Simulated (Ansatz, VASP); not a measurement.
**Two plane-wave programs on Bi**

```
CELL_PARAMETERS angstrom
4.60682 0.00000 0.00000
-2.30341 3.98962 0.00000
0.00000 0.00000 5.62001
ATOMIC_POSITIONS crystal
Bi 0.33297 0.00000 0.33333
Bi 0.00000 0.33297 0.66667
Bi 0.66703 0.66703 0.00000
```

Alike in both runs: functional r2SCAN; k mesh 6 × 6 × 4; occupations gaussian, width 0.1 eV; no spin polarisation.

Ansatz relaxed the structure, and its values are those at the end. VASP's run is a single point on that final structure, the one shown.

|  | VASP | Ansatz |
| --- | --- | --- |
| version | VASP 6.6.1 | Ansatz 0.2.0 |
| potentials or method | VASP PAW PBE potentials, release 64 (Bi_d), cutoff 520 eV | scalar-relativistic, plane waves, PAW |
| valence electrons in the cell | 45 | 45 |

```tsv
	VASP	Ansatz	Ansatz less VASP
gap on the k mesh at the Fermi level (eV)	none	none	-
pressure (GPa)	0.0	0.1	+0.04
rms of the force components (eV/Å)	0.005	0.005	0.0000
```

VASP's potentials were made for PBE, not for r2SCAN. A gap of «none» marks a metal or a gap that the smearing closes. With one functional, cell and mesh, what is left measures potentials, basis and numerics.

Spin-orbit coupling is off throughout.
